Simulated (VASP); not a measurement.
# P: single point with PBEsol

P:

```xyz
1
Lattice="4.2729 0.0000 0.0000 0.0000 4.2729 0.0000 0.0000 0.0000 4.2904" Properties=species:S:1:pos:R:3 pbc="T T T"
P     0.0000    0.0000    0.0000
```

This cell differs from its parent crystal: zz strain of -2 %.

| Quantity | Value |
| --- | --- |
| Program | VASP 6.6.1 |
| Task | single point |
| Functional | PBEsol |
| Potentials or basis | VASP PAW PBE potentials, release 64 (P) |
| Cutoff | 500 eV |
| k mesh | 10 × 10 × 9 |
| Occupations | fermi-dirac, width 0.08 eV |
| Spin | no spin polarisation |

```yaml
Pressure: -4.0 GPa
Band_gap_on_the_k_mesh: zero (an odd number of electrons rules out a gap without spin polarisation)
```

Stress tensor (GPa, compression positive):
```
-4.00  0.00  0.00
 0.00 -4.00  0.00
 0.00  0.00 -3.89
```

Levels at points of the mesh, in eV from the Fermi level:
```
           k point  band 1  band 2  band 3  band 4  band 5  band 6
(0.00, 0.00, 0.00)   -8.75    0.52    0.54    0.54    4.64    7.48
(0.50, 0.00, 0.00)   -8.57   -0.85    0.67    0.69    6.54    7.58
(0.50, 0.50, 0.00)   -8.42   -0.55   -0.55    0.80    5.83    8.16
```

It took 14 s on 1 thread of Intel(R) Xeon(R) 6975P-C (Granite Rapids), on a shared host, peak memory 0.19 GiB.

Caveat: the cell differs from its parent crystal (zz strain of -2 %); the cell stands under tension; the PAW data sets were made with another functional, which shifts forces and pressure a little.
